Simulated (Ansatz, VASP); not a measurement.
**Pb: VASP beside Ansatz**

The input POSCAR:

```
Pb
1.0
    3.6192007182      0.0000000000      0.0000000000
   -1.8096003591      3.1343197634      0.0000000000
    0.0000000000      0.0000000000      5.5900000000
Pb
2
Direct
    0.3333333333      0.6666666667      0.2500000000
    0.6666666667      0.3333333333      0.7500000000
```

The input INCAR.step1:

```
SYSTEM = Pb
ALGO = Normal ; EDIFF = 1E-4
ENCUT = 520 ; GGA = PE
ISMEAR = 0 ; LASPH = .TRUE.
LCHARG = .FALSE. ; LREAL = .FALSE.
LWAVE = .TRUE. ; NBANDS = 21
NELM = 100 ; PREC = Accurate
SIGMA = 0.15
```

The input INCAR.step2:

```
SYSTEM = Pb
ALGO = Normal ; EDIFF = 1E-7
ENCUT = 520 ; ISIF = 2
ISMEAR = 0 ; ISTART = 1
LASPH = .TRUE. ; LCHARG = .TRUE.
LELF = .TRUE. ; LMIXTAU = .TRUE.
LREAL = .FALSE. ; LVHAR = .TRUE.
LWAVE = .FALSE. ; METAGGA = R2SCAN
NBANDS = 21 ; NELM = 100
PREC = Accurate ; SIGMA = 0.15
```

File KPOINTS:

```
k-points
0
G
  18 18 10
  0 0 0
```

Input for Ansatz:

```yaml
crystal:
  lattice:
    - [3.6192007182, 0.0, 0.0]
    - [-1.8096003591, 3.1343197634, 0.0]
    - [0.0, 0.0, 5.59]
  atoms:
    - { symbol: Pb, position: [0.3333333333, 0.6666666667, 0.25] }
    - { symbol: Pb, position: [0.6666666667, 0.3333333333, 0.75] }
basis:
  ecutwfc: 500
kpoints:
  mp_grid: { grid: [18, 18, 10] }
hamiltonian:
  xc: r2scan
scf:
  occupations: { method: gaussian, width: 0.15 }
output:
  forces: true
  stress: true
  eigenvalues: true
```

Change from the starting cell: strain +0.040 along x and y, +0.000 along z, atoms carried along.

Alike in both runs: task single point; functional r2SCAN; k mesh 18 × 18 × 10; occupations gaussian, width 0.15 eV; no spin polarisation.

|  | VASP | Ansatz |
| --- | --- | --- |
| version | VASP 6.6.1 | Ansatz 0.2.0 |
| potentials or method | VASP PAW PBE potentials, release 64 (Pb_d), cutoff 520 eV | scalar-relativistic, plane waves, PAW |
| valence electrons in the cell | 28 | 28 |

Ansatz gave:

| Item | Value |
| --- | --- |
| gap on the k mesh at the Fermi level (eV) | none |
| pressure (GPa) | -0.8 |
| traceless stress, the component that is largest in VASP (GPa) | 1.58 |

Problem. Which values does VASP return?

Solution. gap on the k mesh at the Fermi level (eV): none; pressure (GPa): -0.8; traceless stress, the component that is largest in VASP (GPa): 1.59.

VASP's potentials were made for PBE, not for r2SCAN. A gap of «none» marks a metal or a gap that the smearing closes.

Spin-orbit coupling is off throughout.
